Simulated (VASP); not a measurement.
YMo6:

```
Y Mo
1.0
     7.59495    0.00000    0.00000
    -3.79747    6.57742    0.00000
     0.00000    0.00000    2.92348
Y Mo
1 6
Direct
  0.00000 0.00000 0.00000
  0.35158 0.00000 0.50000
  0.64842 0.00000 0.50000
  0.00000 0.35158 0.50000
  0.00000 0.64842 0.50000
  0.64842 0.64842 0.50000
  0.35158 0.35158 0.50000
```

The cell was built from a structure type or drawn by symmetry, and may not be a known phase.

- Program: VASP 6.6.1
- Task: relaxation of cell and atoms
- Functional: PBE
- Potentials or basis: VASP PAW PBE potentials, release 64 (Y_sv, Mo_sv)
- Cutoff: 600 eV
- k mesh: 3 × 3 × 6
- Occupations: gaussian, width 0.1 eV
- Spin: no spin polarisation

At the start: pressure -0.1 GPa; volume 20.86 Å³/atom.

**Question.** How do energy, volume and symmetry change on relaxing?

**Answer.** Over 10 steps the energy falls by 27.0 meV/atom and the volume is 20.59 Å³/atom (-1.3 %); space group P6/mmm (No. 191, to 0.1 Å) before and after.

The path:
```csv
step,energy change (eV),largest force (eV/Å),pressure (GPa),volume (Å³)
1,0.0000,0.4524,-0.11,146.04
2,-0.0641,0.2180,-0.53,145.71
3,-0.1265,0.0507,-0.40,145.29
4,-0.1253,0.4836,0.79,144.29
5,-0.1280,0.2445,0.17,144.79
6,-0.1817,0.1294,-0.79,145.20
7,-0.1818,0.1311,-0.78,145.19
8,-0.1755,0.0541,1.85,142.26
9,-0.1861,0.1049,0.21,144.04
10,-0.1893,0.0023,0.00,144.15
```

Final structure:
```
CELL_PARAMETERS angstrom
7.83361 0.00000 0.00000
-3.91681 6.78411 0.00000
0.00000 0.00000 2.71243
ATOMIC_POSITIONS crystal
Y 0.00000 0.00000 0.00000
Mo 0.34433 0.00000 0.50000
Mo 0.65567 0.00000 0.50000
Mo 0.00000 0.34433 0.50000
Mo 0.00000 0.65567 0.50000
Mo 0.65567 0.65567 0.50000
Mo 0.34433 0.34433 0.50000
```
